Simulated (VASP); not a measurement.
Runs of VASP 6.6.1 on MoS2. The structure is that of space group C2/m (No. 12), or close to it. The cells are those of the table. 

```csv
cell,gap on the mesh (eV),pressure (GPa),largest force (eV/Å)
"a = 3.134, b = 3.134, c = 19.108 Å, angles 78.2, 78.2, 60.0°, 9 atoms",none,-0.2,0.11
"a = 3.134, b = 3.134, c = 20.479 Å, angles 77.9, 77.9, 60.0°, 9 atoms",none,-0.1,0.10
"a = 3.134, b = 3.134, c = 17.848 Å, angles 81.2, 81.2, 60.0°, 9 atoms",none,(a),0.55
"a = 3.134, b = 3.134, c = 19.594 Å, angles 78.5, 78.5, 60.0°, 9 atoms",none,-0.2,0.12
"a = 3.134, b = 3.134, c = 18.323 Å, angles 78.9, 78.9, 60.0°, 9 atoms",none,0.1,0.17
```

Alike in all rows: task single point; level PBE+D3(BJ); potentials or basis VASP PAW PBE potentials, release 64 (Mo_sv, S); no spin polarisation; k mesh 14 × 14 × 3; cutoff (eV) 520; smearing gaussian 0.15 eV.

**Question.** Estimate the missing entries.

**Answer.** (a) 0.7.

A k mesh can miss the band edges, and the runs leave out spin-orbit coupling on Mo.

A gap of «none» marks levels without a gap at the run's occupations.
